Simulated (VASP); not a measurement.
Input of a VASP 6.6.1 run:

The input INCAR:

```
SYSTEM = H9O4F
ALGO = Normal
EDIFF = 1E-6
ENCUT = 520
GGA = PS
ISIF = 2
ISMEAR = -1
LASPH = .TRUE.
LCHARG = .FALSE.
LREAL = .FALSE.
LWAVE = .FALSE.
NBANDS = 33
NELM = 60
PREC = Accurate
SIGMA = 0.02
```

The input KPOINTS:

```
k-points
0
G
  1 1 1
  0 0 0
```

Contents of POSCAR:

```
H9O4F
1.0
    5.3601080000      0.0000000000      0.0000000000
    0.0000000000      5.3601080000      0.0000000000
    0.0000000000      0.0000000000      5.3601080000
O H F
4 9 1
Direct
    0.2554799269      0.7086051251      0.2934455798
    0.9968828986      0.4010366955      0.0828714645
    0.7357687569      0.0205219746      0.8203192921
    0.2651439113      0.3587800843      0.6578225663
    0.1046434139      0.5566119190      0.2095480166
    0.4069507555      0.7438469523      0.2093427968
    0.8239759348      0.4605131091      0.0412864815
    0.9601672205      0.2096972673      0.0633942450
    0.8808777734     -0.0872743609      0.8023345798
    0.6754714644     -0.1138596461      0.9305409518
    0.3475303110      0.6189427526      0.4588153821
    0.3556831318      0.1830000440      0.6388490680
    0.3098631595      0.4470059185      0.8126701925
    0.6044467761      0.5910142109      1.0688590603
```

Potentials or basis: VASP PAW PBE potentials, release 64 (O, H, F).

Run with:

```sh
$ cat potpaw_PBE.64/O/POTCAR potpaw_PBE.64/H/POTCAR potpaw_PBE.64/F/POTCAR > POTCAR
$ mpirun -np 1 vasp_gam > vasp.out
```

What does it give for the largest force?

5.299 eV/Å.

What does it give for the pressure?

-0.9 GPa.

Predict the band gap on the k mesh.

4.29 eV.

Forces on the atoms (eV/Å):
```
O   -1.619 -0.761  4.988
O    0.244 -2.539 -0.214
O    0.667 -0.609  0.704
O    1.292 -1.905 -1.132
H    1.095 -0.648 -0.048
H    1.925 -0.306 -2.187
H   -1.046  1.038  0.208
H    0.868  2.207  0.412
H    1.044  0.519 -1.310
H   -1.674 -0.341  0.778
H   -2.335  0.264 -2.186
H   -0.913  3.223  0.776
H    0.397 -0.986  0.144
F    0.054  0.843 -0.935
```

Caveat: the k points lie up to 1.17 Å⁻¹ apart; the PAW data sets were made with another functional, which shifts forces and pressure a little.
